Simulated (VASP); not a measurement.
# W3C in VASP: a series of runs, part 2 of 2

VASP 6.6.1.

### Step 3. Single point, PBE

Contents of INCAR:

```
SYSTEM = W3C
PREC = Accurate
ENCUT = 520
EDIFF = 1E-6
ISMEAR = 0
SIGMA = 0.1
LREAL = .FALSE.
LASPH = .TRUE.
NELM = 100
ALGO = Normal
ISIF = 2
LWAVE = .FALSE.
LCHARG = .TRUE.
LDIPOL = .TRUE.
IDIPOL = 3
DIPOL = 0.5 0.5 0.364
GGA = PE
LELF = .TRUE.
LVHAR = .TRUE.
LVACPOTAV = .TRUE.
NBANDS = 31
```

Contents of KPOINTS:

```
regular mesh
0
G
  9 9 1
  0 0 0
```

Contents of POSCAR:

```
W3C
1.0
    2.8545944806      0.0000000000      0.0000000000
   -1.4272972403      2.4721513377      0.0000000000
    0.0000000000      0.0000000000     20.1971108355
W C
3 1
Direct
    0.6666666666      0.3333333333      0.1980481284
    0.3333333334      0.6666666667      0.3143337982
    0.0000000000      0.0000000000      0.4306116309
    0.1666666667      0.3333333333      0.5117452718
```

Potentials or basis: VASP PAW PBE potentials, release 64 (W_sv, C).

Command:

```sh
cat potpaw_PBE.64/W_sv/POTCAR potpaw_PBE.64/C/POTCAR > POTCAR
mpirun -np 1 vasp_std > vasp.out
```

OUTCAR:

```text
SYSTEM = W3C
   PREC = Accurate
   ENCUT = 520
   EDIFF = 1E-6
   ISMEAR = 0
   LREAL = .FALSE.
   LASPH = .TRUE.
   NELM = 100
   ISIF = 2
   GGA = PE

 ion  position               nearest neighbor table
   1  0.667  0.333  0.198-   2 2.87   2 2.87   2 2.87
   2  0.333  0.667  0.314-   3 2.87   3 2.87   3 2.87   1 2.87   1 2.87   1 2.87
   3  0.000  0.000  0.431-   4 1.83   4 2.73   4 2.73   2 2.87   2 2.87   2 2.87
   4  0.167  0.333  0.512-   3 1.83   3 2.73   3 2.73

  LATTYP: Found a hexagonal cell.
 ALAT       =     2.8545944806
 C/A-ratio  =     7.0752994770

  Lattice vectors:

 A1 = (   2.8545944806,   0.0000000000,   0.0000000000)
 A2 = (  -1.4272972403,   2.4721513377,   0.0000000000)
 A3 = (   0.0000000000,   0.0000000000,  20.1971108355)

Analysis of symmetry for initial positions (statically):
=====================================================================
 Subroutine PRICEL returns:
 Original cell was already a primitive cell.

 Routine SETGRP: Setting up the symmetry group for a
 hexagonal supercell.

 Subroutine GETGRP returns: Found  2 space group operations
 (whereof  2 operations were pure point group operations)
[... 175 lines left out ...]
 cond. band min:       0.3071409161   @ k =   0.2222   0.2222   0.0000
 fundamental gap:      0.0102429485
 Fermi energy:         0.3059995302

 k-point     1 :       0.0000    0.0000    0.0000
  band No.  band energies     occupation
      1     -73.4611      2.00000
      2     -73.4089      2.00000
      3     -73.1760      2.00000
      4     -38.0782      2.00000
      5     -37.6719      2.00000
      6     -37.2893      2.00000
[... 805 lines left out ...]
     30       5.1917      0.00000
     31       6.7198      0.00000

 [... further k-points ...]

------------------------ aborting loop because EDIFF is reached ----------------------------------------

  FORCE on cell =-STRESS in cart. coord.  units (eV):
  Direction    XX          YY          ZZ          XY          YZ          ZX
  --------------------------------------------------------------------------------------
  -------------------------------------------------------------------------------------
  Total       -1.2719490     -3.7940748      0.3751371      0.0000000      2.2621994      0.0000000
  in kB      -14.2978774    -42.6488913      4.2168866      0.0000000     25.4292023      0.0000000
  external PRESSURE =     -17.5766274 kB  Pullay stress =       0.0000000 kB

 VOLUME and BASIS-vectors are now :
 -----------------------------------------------------------------------------
  energy-cutoff  :      520.00
  volume of cell :      142.53
      direct lattice vectors                 reciprocal lattice vectors
     2.854594481  0.000000000  0.000000000     0.350312455  0.202252990  0.000000000
    -1.427297240  2.472151338  0.000000000     0.000000000  0.404505980  0.000000000
     0.000000000  0.000000000 20.197110835     0.000000000  0.000000000  0.049512032

 POSITION                                       TOTAL-FORCE (eV/Angst)
 -----------------------------------------------------------------------------------
      1.42730      0.82405      4.00000        -0.000000      0.074691     -0.137950
      0.00000      1.64810      6.34863        -0.000000      0.276350      0.176486
      0.00000      0.00000      8.69711         0.000000     -2.341700     -0.145871
      0.00000      0.82405     10.33578        -0.000000      1.990659      0.107334
 -----------------------------------------------------------------------------------
    total drift:                               -0.000000     -0.000009      0.000310

  FREE ENERGIE OF THE ION-ELECTRON SYSTEM (eV)
  ---------------------------------------------------
  free  energy   TOTEN  =       -41.5285986161 eV

  energy  without entropy=      -41.5089655767  energy(sigma->0) =      -41.51878210

 vacuum level on the upper side and lower side of the slab         7.356         5.384
```

Run time: 5.7 min. Hardware: 1 thread of Intel Xeon 8259CL, shared host; peak memory 0.33 GiB.

What came out:

| Property | Result |
| --- | --- |
| Free energy | -41.5286 eV |
| Largest force | 2.346 eV/Å |
| Band gap on the k mesh | zero (bands 23 and 24 overlap by 0.79 eV) |

Forces in eV/Å, atoms in the order of the input:
```
W    0.000  0.075 -0.138
W    0.000  0.276  0.176
W    0.000 -2.342 -0.146
C    0.000  1.991  0.107
```

Caveat: spin-orbit coupling is left out, which moves the levels of the heavy elements.

### Step 4. Single point, PBE

Contents of INCAR:

```
ALGO = Normal ; DIPOL = 0.5 0.5 0.364
EDIFF = 1E-6 ; ENCUT = 520
GGA = PE ; IDIPOL = 3
ISIF = 2 ; ISMEAR = 0
LASPH = T ; LCHARG = F
LDIPOL = T ; LREAL = F
LWAVE = F ; NBANDS = 31
NELM = 80 ; PREC = Accurate
SIGMA = 0.1
```

Contents of KPOINTS:

```
k-points
0
Gamma
  9 9 1
```

Contents of POSCAR:

```
W3C
1.0
    2.8545944806      0.0000000000      0.0000000000
   -1.4272972403      2.4721513377      0.0000000000
    0.0000000000      0.0000000000     20.1971108355
W C
3 1
Direct
    0.6666666667      0.3333333334      0.1980481284
    0.3333333333      0.6666666667      0.3143337982
    0.0000000000      0.0000000000      0.4306116309
    0.3333333333      0.1666666666      0.5120599115
```

Command:

```sh
cat potpaw_PBE.64/W_sv/POTCAR potpaw_PBE.64/C/POTCAR > POTCAR
mpirun -np 1 vasp_std > vasp.out
```

It took 5.7 min on 1 thread of Intel Xeon 8259CL, shared host; peak memory 0.32 GiB.

It converged, with:

```yaml
Free_energy: -41.5093 eV
Largest_force: 2.181 eV/Å
Band_gap_on_the_k_mesh: zero (bands 23 and 24 overlap by 0.77 eV)
```

Forces on the atoms (eV/Å):
```
W    0.062  0.036 -0.161
W    0.064  0.037  0.207
W   -1.884 -1.088 -0.156
C    1.758  1.015  0.110
```

Levels at points of the mesh, in eV from the Fermi level:
```csv
k point,band 21,band 22,band 23,band 24,band 25,band 26
"(0.00, 0.00, 0.00)",-0.53,-0.35,-0.06,-0.03,0.01,0.47
```

Caveat: spin-orbit coupling is left out, which moves the levels of the heavy elements.

### Step 5. Relaxation of the atoms, PBE

Contents of INCAR:

```
PREC     = Accurate       # precision mode
ENCUT    = 520            # plane-wave cutoff, eV
EDIFF    = 1E-6           # SCF threshold, eV
ISMEAR   = 0              # smearing method
SIGMA    = 0.1            # smearing width, eV
LREAL    = False          # projectors in reciprocal space
LASPH    = True           # aspherical terms in the spheres
NELM     = 100            # most SCF steps
ALGO     = Normal         # electronic algorithm
ISIF     = 2              # what is computed and relaxed
LWAVE    = False          # write WAVECAR
LCHARG   = False          # write CHGCAR
LDIPOL   = True         
IDIPOL   = 3            
DIPOL    = 0.5 0.5 0.365
GGA      = PE             # functional
IBRION   = 2              # ionic algorithm
NSW      = 36             # ionic steps
EDIFFG   = -0.025         # ionic threshold
```

Contents of KPOINTS:

```
regular mesh
0
Gamma
  9 9 1
```

Contents of POSCAR:

```
W3C
1.0
    2.8545944806      0.0000000000      0.0000000000
   -1.4272972403      2.4721513377      0.0000000000
    0.0000000000      0.0000000000     20.1971108355
W C
3 1
Selective dynamics
Direct
    0.6666666667      0.3333333333      0.1980481284  F F F
    0.3333333333      0.6666666667      0.3143337982  F F F
    0.0000000000      0.0000000000      0.4306116309  F F F
    0.1666666667      0.3333333333      0.5167625667  F F T
```

Command:

```sh
cat potpaw_PBE.64/W_sv/POTCAR potpaw_PBE.64/C/POTCAR > POTCAR
mpirun -np 1 vasp_std > vasp.out
```

Run time: 9.2 min. Hardware: 1 thread of Intel Xeon Platinum 8259CL at 2.50GHz (Skylake/Cascade Lake), shared host; peak memory 0.33 GiB.

The run converged. Its results:

- Free energy: -41.5289 eV
- Energy gained by relaxing: 16.1 meV/atom
- Ionic steps: 4
- Band gap on the k mesh: zero (bands 23 and 24 overlap by 0.80 eV)

Step by step:
| step | energy change (eV) | largest force on free atoms (eV/Å) | pressure (GPa) |
| --- | --- | --- | --- |
| 1 | 0.0000 | 1.2684 | -3.59 |
| 2 | -0.0552 | 0.5203 | -2.55 |
| 3 | -0.0640 | 0.0871 | -1.78 |
| 4 | -0.0642 | 0.0082 | -1.90 |

Final structure:
```
CELL_PARAMETERS angstrom
2.85459 0.00000 0.00000
-1.42730 2.47215 0.00000
0.00000 0.00000 20.19711
ATOMIC_POSITIONS crystal
W 0.66667 0.33333 0.19805
W 0.33333 0.66667 0.31433
W 0.00000 0.00000 0.43061
C 0.16667 0.33333 0.51208
```

Levels at points of the mesh, in eV from the Fermi level:
| k point | band 20 | band 21 | band 22 | band 23 | band 24 | band 25 | band 26 | band 27 |
| --- | --- | --- | --- | --- | --- | --- | --- | --- |
| (0.00, 0.00, 0.00) | -0.85 | -0.48 | -0.38 | -0.25 | -0.01 | 0.02 | 0.37 | 2.08 |

Caveat: spin-orbit coupling is left out, which moves the levels of the heavy elements.

### Step 6. Relaxation of the atoms, PBE

Contents of INCAR:

```
  PREC = Accurate
  ENCUT = 520
  EDIFF = 1E-6
  ISMEAR = 0
  SIGMA = 0.1
  LREAL = False
  LASPH = True
  NELM = 100
  ALGO = Fast
  ISIF = 2
  LWAVE = False
  LCHARG = False
  LDIPOL = True
  IDIPOL = 3
  DIPOL = 0.5 0.5 0.365
  GGA = PE
  IBRION = 2
  NSW = 36
  EDIFFG = -0.025
```

Contents of KPOINTS:

```
Automatic mesh
0
Gamma
  9 9 1
```

Edit POSCAR of step 5 so:

```diff
@@ -12,2 +12,2 @@
     0.0000000000      0.0000000000      0.4306116309  F F F
-    0.1666666667      0.3333333333      0.5167625667  F F T
+    0.3333333333      0.1666666667      0.5167625667  F F T
```

Potentials or basis: VASP PAW PBE potentials, release 64 (W_sv, C).

Command:

```sh
cat potpaw_PBE.64/W_sv/POTCAR potpaw_PBE.64/C/POTCAR > POTCAR
mpirun -np 1 vasp_std > vasp.out
```

Run time: 10 min. Hardware: 1 thread of Oxide Virtual Turin-like, shared host; peak memory 0.3 GiB.

It converged, with:

```yaml
Free_energy: -41.5096 eV
Energy_gained_by_relaxing: 13.8 meV/atom
Ionic_steps: 3
Band_gap_on_the_k_mesh: zero (bands 23 and 24 overlap by 0.78 eV)
```

The path:
```tsv
step	energy change (eV)	largest force on free atoms (eV/Å)	pressure (GPa)
1	0.0000	1.2011	-3.51
2	-0.0486	0.4458	-2.52
3	-0.0553	0.0157	-1.97
```

Final structure:
```xyz
4
Lattice="2.8546 0.0000 0.0000 -1.4273 2.4722 0.0000 0.0000 0.0000 20.1971" Properties=species:S:1:pos:R:3 pbc="T T T"
W     1.4273    0.8241    4.0000
W     0.0000    1.6481    6.3486
W     0.0000    0.0000    8.6971
C     0.7136    0.4120   10.3504
```

Levels at points of the mesh, in eV from the Fermi level:
```csv
k point,band 21,band 22,band 23,band 24,band 25,band 26
"(0.00, 0.00, 0.00)",-0.53,-0.35,-0.06,-0.03,0.01,0.46
```

Caveat: spin-orbit coupling is left out, which moves the levels of the heavy elements.

### Step 7. Summary

| task | cell | atoms held fixed (from 0) | atoms held along some axes (from 0) | gap on the mesh (eV) | largest force (eV/Å) |
| --- | --- | --- | --- | --- | --- |
| single point | as given, atomic positions A | - | - | none | 0.26 |
| single point | as given, atomic positions B | - | - | none | 2.35 |
| single point | as given, atomic positions C | - | - | none | 2.18 |
| relaxation of the atoms | atoms relaxed, atomic positions D | [0, 1, 2] | atom 3 along a and b | none | - |
| relaxation of the atoms | atoms relaxed, atomic positions E | [0, 1, 2] | atom 3 along a and b | none | - |

Alike in all rows: level PBE; potentials or basis VASP PAW PBE potentials, release 64 (W_sv, C); no spin polarisation; k mesh 9 × 9 × 1; cutoff (eV) 520; smearing gaussian 0.1 eV.

Caveats: spin-orbit coupling is left out, which moves the levels of the heavy elements.

Total energies depend on the potentials used, so only differences within one code and one set of settings carry meaning.

The gap in the log of VASP goes by the Fermi energy; the results here count the filled bands.